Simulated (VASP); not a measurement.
# BRh3 (Pm-3m) in VASP: notebook

BRh3 is run at these levels: PBE; tasks: single point.

Program: VASP 6.6.1. These are calculated values, not measurements. Logs are shortened: lines on timing, memory, paths and dates and some standing lists are left out, and cuts for length are marked.

## (1) The cell of the first run

The structure is cubic, space group Pm-3m (No. 221). The conventional cell has a = 3.648 Å, b = 3.648 Å, c = 3.648 Å, α = 90.00°, β = 90.00°, γ = 90.00°. Within 3.4 Å of B (site symmetry m-3m) lie 12 Rh at 2.58 Å. Within 3.4 Å of Rh (site symmetry 4/mmm) lie 4 B at 2.58 Å and 8 Rh at 2.58 Å.

## (2) Single point, PBE

Input file INCAR:

```
PREC     = Accurate       # precision mode
ENCUT    = 520            # plane-wave cutoff, eV
EDIFF    = 1E-6           # SCF threshold, eV
ISMEAR   = 0              # smearing method
SIGMA    = 0.1            # smearing width, eV
LREAL    = False          # projectors in reciprocal space
LASPH    = True           # aspherical terms in the spheres
NELM     = 100            # most SCF steps
ALGO     = Fast           # electronic algorithm
ISIF     = 2              # what is computed and relaxed
LWAVE    = False          # write WAVECAR
LCHARG   = True           # write CHGCAR
GGA      = PE             # functional
LELF     = True           # ELF
LVHAR    = True         
NBANDS   = 32             # bands
```

Input file KPOINTS:

```
Automatic mesh
0
Gamma
  6 6 6
```

Input file POSCAR:

```
BRh3
1.0
    3.6481351600      0.0000000000      0.0000000000
    0.0000000000      3.6481351600      0.0000000000
    0.0000000000      0.0000000000      3.6481351600
B Rh
1 3
Direct
    0.0000000000      0.0000000000      0.0000000000
    0.0000000000      0.5000000000      0.5000000000
    0.5000000000      0.0000000000      0.5000000000
    0.5000000000      0.5000000000      0.0000000000
```

Potentials or basis: VASP PAW PBE potentials, release 64 (B, Rh_pv).

Started as:

```bash
> cat potpaw_PBE.64/B/POTCAR potpaw_PBE.64/Rh_pv/POTCAR > POTCAR
> mpirun -np 1 vasp_std > vasp.out
```

OUTCAR:

```text
PREC = Accurate
   ENCUT = 520
   EDIFF = 1E-6
   ISMEAR = 0
   LREAL = False
   LASPH = True
   NELM = 100
   ISIF = 2
   GGA = PE

 ion  position               nearest neighbor table
   1  0.000  0.000  0.000-   2 2.58   3 2.58   4 2.58   2 2.58   3 2.58   2 2.58   4 2.58   2 2.58
                             3 2.58   4 2.58   3 2.58   4 2.58
   2  0.000  0.500  0.500-   1 2.58   3 2.58   4 2.58   1 2.58   4 2.58   1 2.58   3 2.58   1 2.58
                             3 2.58   4 2.58   4 2.58   3 2.58
   3  0.500  0.000  0.500-   1 2.58   2 2.58   4 2.58   1 2.58   4 2.58   2 2.58   4 2.58   4 2.58
                             1 2.58   2 2.58   1 2.58   2 2.58
   4  0.500  0.500  0.000-   1 2.58   2 2.58   3 2.58   2 2.58   3 2.58   1 2.58   3 2.58   3 2.58
                             1 2.58   2 2.58   2 2.58   1 2.58

  LATTYP: Found a simple cubic cell.
 ALAT       =     3.6481351600

  Lattice vectors:

 A1 = (   3.6481351600,   0.0000000000,   0.0000000000)
 A2 = (   0.0000000000,   3.6481351600,   0.0000000000)
 A3 = (   0.0000000000,   0.0000000000,   3.6481351600)

Analysis of symmetry for initial positions (statically):
=====================================================================
 Subroutine PRICEL returns:
 Original cell was already a primitive cell.

 Routine SETGRP: Setting up the symmetry group for a
 simple cubic supercell.

 Subroutine GETGRP returns: Found 48 space group operations
 (whereof 48 operations were pure point group operations)
 out of a pool of 48 trial point group operations.

The static configuration has the point symmetry O_h .

Analysis of symmetry for dynamics (positions and initial velocities):
=====================================================================
 Subroutine PRICEL returns:
 Original cell was already a primitive cell.

 Routine SETGRP: Setting up the symmetry group for a
 simple cubic supercell.

 Subroutine GETGRP returns: Found 48 space group operations
 (whereof 48 operations were pure point group operations)
 out of a pool of 48 trial point group operations.

The dynamic configuration has the point symmetry O_h .

 Subroutine INISYM returns: Found 48 space group operations
 (whereof 48 operations are pure point group operations),
 and found     1 'primitive' translations

----------------------------------------------------------------------------------------

                                     Primitive cell

  volume of cell :      48.5526

  direct lattice vectors                    reciprocal lattice vectors
     3.648135160  0.000000000  0.000000000     0.274112651  0.000000000  0.000000000
     0.000000000  3.648135160  0.000000000     0.000000000  0.274112651  0.000000000
     0.000000000  0.000000000  3.648135160     0.000000000  0.000000000  0.274112651

  length of vectors
     3.648135160  3.648135160  3.648135160     0.274112651  0.274112651  0.274112651

  position of ions in fractional coordinates (direct lattice)
     0.000000000  0.000000000  0.000000000
     0.000000000  0.500000000  0.500000000
     0.500000000  0.000000000  0.500000000
     0.500000000  0.500000000  0.000000000

  ion indices of the primitive-cell ions
   primitive index   ion index
                 1           1
                 2           2
                 3           3
                 4           4

----------------------------------------------------------------------------------------

 KPOINTS: Automatic mesh

Automatic generation of k-mesh.
 Grid dimensions read from file:
 generate k-points for:    6    6    6

 Generating k-lattice:

  Cartesian coordinates                     Fractional coordinates (reciprocal lattice)
     0.045685442  0.000000000  0.000000000     0.166666667  0.000000000  0.000000000
     0.000000000  0.045685442  0.000000000     0.000000000  0.166666667  0.000000000
     0.000000000  0.000000000  0.045685442     0.000000000  0.000000000  0.166666667

  Length of vectors
     0.045685442  0.045685442  0.045685442

  Shift w.r.t. Gamma in fractional coordinates (k-lattice)
     0.000000000  0.000000000  0.000000000

 Subroutine IBZKPT returns following result:
 ===========================================

 Found     20 irreducible k-points:

 Following reciprocal coordinates:
            Coordinates               Weight
  0.000000  0.000000  0.000000      1.000000
  0.166667  0.000000  0.000000      6.000000
  0.333333  0.000000  0.000000      6.000000
  0.500000  0.000000  0.000000      3.000000
  0.166667  0.166667  0.000000     12.000000
  0.333333  0.166667  0.000000     24.000000
[... 12 lines left out ...]
  0.500000  0.500000  0.333333      6.000000
  0.500000  0.500000  0.500000      1.000000
   k-points           NKPTS =     20   k-points in BZ     NKDIM =     20   number of bands    NBANDS=     32
   number of dos      NEDOS =    301   number of ions     NIONS =      4
   total plane-waves  NPLWV =  21952
   dimension x,y,z NGX =    28 NGY =   28 NGZ =   28
   dimension x,y,z NGXF=    56 NGYF=   56 NGZF=   56
   ions per type =               1   3
   NGX,Y,Z   is equivalent  to a cutoff of  12.76, 12.76, 12.76 a.u.
   NGXF,Y,Z  is equivalent  to a cutoff of  25.52, 25.52, 25.52 a.u.
 SYSTEM =  unknown system
   PREC   = accura    normal or accurate (medium, high low for compatibility)
   ISTART =      0    job   : 0-new  1-cont  2-samecut
   ICHARG =      2    charge: 1-file 2-atom 10-const
   ISPIN  =      1    spin polarized calculation?
   LNONCOLLINEAR =      F non collinear calculations
   LSORBIT =      F    spin-orbit coupling
   LASPH  =      T    aspherical Exc in radial PAW
   ENCUT  =  520.0 eV  38.22 Ry    6.18 a.u.   6.78  6.78  6.78*2*pi/ulx,y,z
   NELM   =    100;   NELMIN=  2; NELMDL= -5     # of ELM steps
   EDIFF  = 0.1E-05   stopping-criterion for ELM
   LREAL  =      F    real-space projection
   EDIFFG = 0.1E-04   stopping-criterion for IOM
   NSW    =      0    number of steps for IOM
   IBRION =     -1    ionic relax: 0-MD 1-quasi-New 2-CG
   NFREE  =      0    steps in history (QN), initial steepest desc. (CG)
   ISIF   =      2    stress and relaxation
   ISYM   =      2    0-nonsym 1-usesym 2-fastsym
   POTIM  = 0.5000    time-step for ionic-motion
   TEBEG  =    0.0;   TEEND  =   0.0 temperature during run
   PSTRESS=    0.0 pullay stress
   NELECT =      48.0000    total number of electrons
   NUPDOWN=      -1.0000    fix difference up-down
   EMIN   =  10.00;   EMAX   =-10.00  energy-range for DOS
   EFERMI =   0.00;   METHOD = LEGACY
   ISMEAR =     0;   SIGMA  =   0.10  broadening in eV -4-tet -1-fermi 0-gaus
   EFERMI_NEDOS =   21; number of points for ismear=-14 and -15
   IALGO  =     68    algorithm
   IMIX   =      4    mixing-type and parameters
     AMIX     =   0.40;   BMIX     =  1.00
     AMIX_MAG =   1.60;   BMIX_MAG =  1.00
  volume/ion in A,a.u.               =      12.14        81.91
  Fermi-wavevector in a.u.,A,eV,Ry     =   1.630864  3.081885 36.187637  2.659716
  Thomas-Fermi vector in A             =   2.723095
   LORBIT       =      0    0 simple, 1 ext, 2 COOP (PROOUT), +10 PAW based schemes
   GGA     = PE    functional components
   LHFCALC =     F    Hartree Fock is set to
   AEXX    =    0.0000 exact exchange contribution
   IVDW    =     0    specifies the selected vdW correction
   LEPSILON=     F    determine dielectric tensor
   LRPA    =     F    only Hartree local field effects (RPA)
 non-spin polarized calculation
 RMM-DIIS sequential band-by-band and
 Gauss-broadening in eV      SIGMA  =   0.10
  energy-cutoff  :      520.00
  volume of cell :       48.55
 maximum number of plane-waves:      1357
 NGX is ok and might be reduce to    28
   NGX = 13   NGY = 13   NGZ = 13

 number of electron      48.0000004 magnetization

 Free energy of the ion-electron system (eV)
  ---------------------------------------------------
  ext. energy  EPLUGINS =         0.00000000
  ---------------------------------------------------
  free energy    TOTEN  =       -26.75458132 eV

  energy without entropy =      -26.72862244  energy(sigma->0) =      -26.74160188

 E-fermi :  11.2315     XC(G=0): -13.7172

 val. band max:       11.2151908239   @ k =   0.5000   0.5000   0.1667
 cond. band min:      11.2453114442   @ k =   0.5000   0.3333   0.0000
 fundamental gap:      0.0301206203
 Fermi energy:        11.2315209961

 k-point     1 :       0.0000    0.0000    0.0000
  band No.  band energies     occupation
      1     -35.6796      2.00000
      2     -35.6796      2.00000
      3     -35.6796      2.00000
      4     -35.1839      2.00000
      5     -35.1839      2.00000
      6     -35.1839      2.00000
[... 24 lines left out ...]
     31      20.4892      0.00000
     32      20.4892      0.00000

 k-point     2 :       0.1667    0.0000    0.0000
  band No.  band energies     occupation
      1     -35.6522      2.00000
      2     -35.6522      2.00000
      3     -35.6346      2.00000
      4     -35.1932      2.00000
      5     -35.1932      2.00000
      6     -35.1871      2.00000
[... 24 lines left out ...]
     31      20.8563      0.00000
     32      20.8563      0.00000

 k-point     3 :       0.3333    0.0000    0.0000
  band No.  band energies     occupation
      1     -35.5869      2.00000
      2     -35.5869      2.00000
      3     -35.5086      2.00000
      4     -35.2234      2.00000
      5     -35.2234      2.00000
      6     -35.1934      2.00000
[... 24 lines left out ...]
     31      20.7206      0.00000
     32      20.7206      0.00000

 k-point     4 :       0.5000    0.0000    0.0000
  band No.  band energies     occupation
      1     -35.5450      2.00000
      2     -35.5450      2.00000
      3     -35.3313      2.00000
      4     -35.3258      2.00000
      5     -35.2491      2.00000
      6     -35.2491      2.00000
[... 514 lines left out ...]
     31      20.0522      0.00000
     32      21.4341      0.00000

 k-point    19 :       0.5000    0.5000    0.3333
  band No.  band energies     occupation
      1     -35.9105      2.00000
      2     -35.5784      2.00000
      3     -35.5344      2.00000
      4     -35.5344      2.00000
      5     -35.0556      2.00000
      6     -34.9981      2.00000
[... 24 lines left out ...]
     31      19.9486      0.00000
     32      20.6544      0.00000

 k-point    20 :       0.5000    0.5000    0.5000
  band No.  band energies     occupation
      1     -35.9661      2.00000
      2     -35.5779      2.00000
      3     -35.5779      2.00000
      4     -35.5779      2.00000
      5     -34.9978      2.00000
      6     -34.9978      2.00000
[... 24 lines left out ...]
     31      19.8179      0.00000
     32      19.8179      0.00000

------------------------ aborting loop because EDIFF is reached ----------------------------------------

  FORCE on cell =-STRESS in cart. coord.  units (eV):
  Direction    XX          YY          ZZ          XY          YZ          ZX
  --------------------------------------------------------------------------------------
  -------------------------------------------------------------------------------------
  Total        2.5680190      2.5680190      2.5680190      0.0000000     -0.0000000      0.0000000
  in kB       84.7414812     84.7414812     84.7414812      0.0000000     -0.0000000      0.0000000
  external PRESSURE =      84.7414812 kB  Pullay stress =       0.0000000 kB

 VOLUME and BASIS-vectors are now :
 -----------------------------------------------------------------------------
  energy-cutoff  :      520.00
  volume of cell :       48.55
      direct lattice vectors                 reciprocal lattice vectors
     3.648135160  0.000000000  0.000000000     0.274112651  0.000000000  0.000000000
     0.000000000  3.648135160  0.000000000     0.000000000  0.274112651  0.000000000
     0.000000000  0.000000000  3.648135160     0.000000000  0.000000000  0.274112651

 POSITION                                       TOTAL-FORCE (eV/Angst)
 -----------------------------------------------------------------------------------
      0.00000      0.00000      0.00000         0.000000      0.000000      0.000000
      0.00000      1.82407      1.82407         0.000000      0.000000      0.000000
      1.82407      0.00000      1.82407         0.000000      0.000000      0.000000
      1.82407      1.82407      0.00000         0.000000      0.000000      0.000000
 -----------------------------------------------------------------------------------
    total drift:                                0.000000      0.000000      0.000000

  FREE ENERGIE OF THE ION-ELECTRON SYSTEM (eV)
  ---------------------------------------------------
  free  energy   TOTEN  =       -26.7545813233 eV

  energy  without entropy=      -26.7286224407  energy(sigma->0) =      -26.74160188
```

It took 20 s on 1 thread of AMD EPYC 7R13, shared host; peak memory 0.17 GiB.

What came out:

| Quantity | Value |
| --- | --- |
| Free energy | -26.7546 eV |
| Pressure | 8.5 GPa |
| Band gap on the k mesh | zero (band 24 reaches 11.69 eV, above the bottom of band 25 at 11.02 eV) |

Levels at points of the mesh, in eV from the Fermi level:
| k point | band 22 | band 23 | band 24 | band 25 | band 26 | band 27 |
| --- | --- | --- | --- | --- | --- | --- |
| (0.00, 0.00, 0.00) | -0.31 | 0.13 | 0.13 | 1.26 | 1.77 | 1.77 |
| (0.50, 0.00, 0.00) | -1.34 | -1.34 | -0.77 | 0.28 | 1.77 | 3.89 |
| (0.50, 0.50, 0.00) | -1.68 | -0.80 | -0.44 | -0.10 | 0.10 | 2.56 |
| (0.50, 0.50, 0.50) | -1.49 | -0.63 | -0.63 | 1.21 | 1.27 | 1.27 |

## (3) Single point, PBE

This run uses another cell than the first one, of 12.53 Å³/atom, 1.032 times its volume.

Input file INCAR:

```
SYSTEM = BRh3
PREC = Accurate ; ENCUT = 520
EDIFF = 1E-6 ; ISMEAR = 0
SIGMA = 0.1 ; LREAL = .FALSE.
LASPH = .TRUE. ; NELM = 80
ALGO = Normal ; ISIF = 2
LWAVE = .FALSE. ; LCHARG = .FALSE.
GGA = PE ; NBANDS = 32
```

Input file KPOINTS:

```
regular mesh
0
G
  6 6 6
  0 0 0
```

Input file POSCAR:

```
BRh3
1.0
    3.6871995178      0.0000000000      0.0000000000
    0.0000000000      3.6871995178      0.0000000000
    0.0000000000      0.0000000000      3.6871995178
B Rh
1 3
Direct
    0.0000000000      0.0000000000      0.0000000000
    0.0000000000      0.5000000000      0.5000000000
    0.5000000000      0.0000000000      0.5000000000
    0.5000000000      0.5000000000      0.0000000000
```

Potentials or basis: VASP PAW PBE potentials, release 64 (B, Rh_pv).

Started as:

```bash
> cat potpaw_PBE.64/B/POTCAR potpaw_PBE.64/Rh_pv/POTCAR > POTCAR
> mpirun -np 1 vasp_std > vasp.out
```

It took 17 s on 1 thread of AMD EPYC 7R13, shared host; peak memory 0.16 GiB.

The run converged. Its results:

```
Free energy            : -26.7944 eV
Pressure               : -0.2 GPa
Band gap on the k mesh : zero (band 24 reaches 11.13 eV, above the bottom of band 25 at 10.49 eV)
```

Levels at points of the mesh, in eV from the Fermi level:
| k point | band 22 | band 23 | band 24 | band 25 | band 26 | band 27 |
| --- | --- | --- | --- | --- | --- | --- |
| (0.00, 0.00, 0.00) | -0.23 | 0.12 | 0.12 | 1.19 | 1.68 | 1.68 |
| (0.50, 0.00, 0.00) | -1.27 | -1.27 | -0.73 | 0.27 | 1.68 | 3.81 |
| (0.50, 0.50, 0.00) | -1.60 | -0.76 | -0.42 | -0.10 | 0.10 | 2.46 |
| (0.50, 0.50, 0.50) | -1.41 | -0.60 | -0.60 | 1.19 | 1.20 | 1.20 |

## (4) Single point, PBE

This run uses another cell than the first one, of 12.52 Å³/atom, 1.031 times its volume.

Input file INCAR:

```
ALGO = Fast
EDIFF = 1E-6
ENCUT = 520
GGA = PE
ISIF = 2
ISMEAR = 0
LASPH = True
LCHARG = False
LREAL = False
LWAVE = False
NBANDS = 32
NELM = 80
PREC = Accurate
SIGMA = 0.1
```

Input file KPOINTS:

```
k-points
0
Gamma
  12 12 12
```

Input file POSCAR:

```
BRh3
1.0
    3.6857235210      0.0000000000      0.0000000000
    0.0000000000      3.6857235210      0.0000000000
    0.0000000000      0.0000000000      3.6857235210
B Rh
1 3
Direct
    0.0000000000      0.0000000000      0.0000000000
    0.0000000000      0.5000000000      0.5000000000
    0.5000000000      0.0000000000      0.5000000000
    0.5000000000      0.5000000000      0.0000000000
```

Started as:

```bash
> cat potpaw_PBE.64/B/POTCAR potpaw_PBE.64/Rh_pv/POTCAR > POTCAR
> mpirun -np 1 vasp_std > vasp.out
```

It took 81 s on 1 thread of AMD EPYC 7R13, shared host; peak memory 0.23 GiB.

It converged, with:

```
Free energy            : -26.7980 eV
Pressure               : 0.1 GPa
Band gap on the k mesh : zero (band 24 reaches 11.16 eV, above the bottom of band 25 at 10.51 eV)
```

Levels at points of the mesh, in eV from the Fermi level:
| k point | band 21 | band 22 | band 23 | band 24 | band 25 | band 26 | band 27 | band 28 |
| --- | --- | --- | --- | --- | --- | --- | --- | --- |
| (0.00, 0.00, 0.00) | -0.27 | -0.27 | 0.09 | 0.09 | 1.15 | 1.64 | 1.64 | 1.64 |
| (0.50, 0.00, 0.00) | -1.58 | -1.31 | -1.31 | -0.77 | 0.23 | 1.64 | 3.77 | 3.77 |
| (0.50, 0.50, 0.00) | -1.71 | -1.64 | -0.80 | -0.46 | -0.14 | 0.06 | 2.43 | 2.43 |
| (0.50, 0.50, 0.50) | -1.45 | -1.45 | -0.64 | -0.64 | 1.16 | 1.17 | 1.17 | 1.17 |

(Continued in part 2 of 2.)
